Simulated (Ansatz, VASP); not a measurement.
## One calculation of Si, two programs

```
CELL_PARAMETERS angstrom
3.84386 0.00000 0.00000
-1.92193 3.32888 0.00000
0.00000 0.00000 6.31268
ATOMIC_POSITIONS crystal
Si 0.33333 0.66667 0.99954
Si 0.66667 0.33333 0.49954
Si 0.33333 0.66667 0.37446
Si 0.66667 0.33333 0.87446
```

Change from the starting cell: strained cell.

Alike in both runs: functional PBEsol; k mesh 9 × 9 × 6; occupations gaussian, width 0.01 eV; no spin polarisation.

Ansatz relaxed the structure, and its values are those at the end. VASP's run is a single point on that final structure, the one shown.

|  | VASP | Ansatz |
| --- | --- | --- |
| version | VASP 6.6.1 | Ansatz 0.2.0 |
| potentials or method | VASP PAW PBE potentials, release 64 (Si), cutoff 520 eV | scalar-relativistic, plane waves, PAW |
| valence electrons in the cell | 16 | 16 |

Ansatz gave:

```
gap on the k mesh at the Fermi level (eV) : 0.33
least direct gap on the mesh (eV)         : 0.88
pressure (GPa)                            : -0.7
```

**Question.** Estimate VASP's values.

**Answer.** gap on the k mesh at the Fermi level (eV): 0.32; least direct gap on the mesh (eV): 0.88; pressure (GPa): -0.6.

VASP's potentials were made for PBE, not for PBEsol, and Ansatz warns of the same on its side. Ansatz's warnings: stress scf threshold loose.
